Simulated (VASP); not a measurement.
Write the native input for VASP 6.6.1 that does the following.

| Item | Value |
| --- | --- |
| Task | single point |
| Functional | PBE |
| Potentials or basis | VASP PAW PBE potentials, release 64 (Ba_sv, Hf_pv, O) |
| Cutoff | 520 eV |
| k mesh | 4 × 4 × 4 |
| Occupations | gaussian, width 0.01 eV |
| Spin | no spin polarisation |
| Dipole correction | no |
| Further INCAR settings | ALGO = Normal; EDIFF = 1e-06; NBANDS = 27 |

The structure of BaHfO3 lies in POSCAR:

```
BaHfO3
1.0
    4.1695700000      0.0000000000      0.0000000000
    0.0000000000      4.1695700000      0.0000000000
    0.0000000000      0.0000000000      4.1703800000
Ba Hf O
1 1 3
Direct
    0.4899874057      0.5169329714      1.0423626887
   -0.0513663398      0.0172453488      0.5090797615
    0.0183885276      0.5211534869      0.5182827330
    0.4772838723     -0.0030947660      0.4837628308
   -0.0344981098      0.0156420193      1.0215576465
```

The input as run:

INCAR

```
PREC = Accurate
ENCUT = 520
EDIFF = 1E-6
ISMEAR = 0
SIGMA = 0.01
LREAL = False
LASPH = True
NELM = 60
ALGO = Normal
ISIF = 2
LWAVE = False
LCHARG = False
GGA = PE
NBANDS = 27
```

KPOINTS

```
regular mesh
0
Gamma
  4 4 4
```

Potentials or basis: VASP PAW PBE potentials, release 64 (Ba_sv, Hf_pv, O).

The run is started by

```bash
$ cat potpaw_PBE.64/Ba_sv/POTCAR potpaw_PBE.64/Hf_pv/POTCAR potpaw_PBE.64/O/POTCAR > POTCAR
$ mpirun -np 1 vasp_std > vasp.out
```

Results of the run:

```json
{
 "Pressure": "5.0 GPa",
 "Largest force": "1.985 eV/Å",
 "Band gap on the k mesh": "3.62 eV (least direct gap 3.87 eV)"
}
```

Caveat: the cell stands under pressure; spin-orbit coupling is left out, which moves the levels of the heavy elements; forces of over 1 eV/Å act on the atoms, so gaps and moduli don't describe the material at rest.

Wall time 67 s on 1 thread of Intel(R) Xeon(R) Platinum 8488C (Sapphire Rapids), on a shared host, peak memory 0.21 GiB.
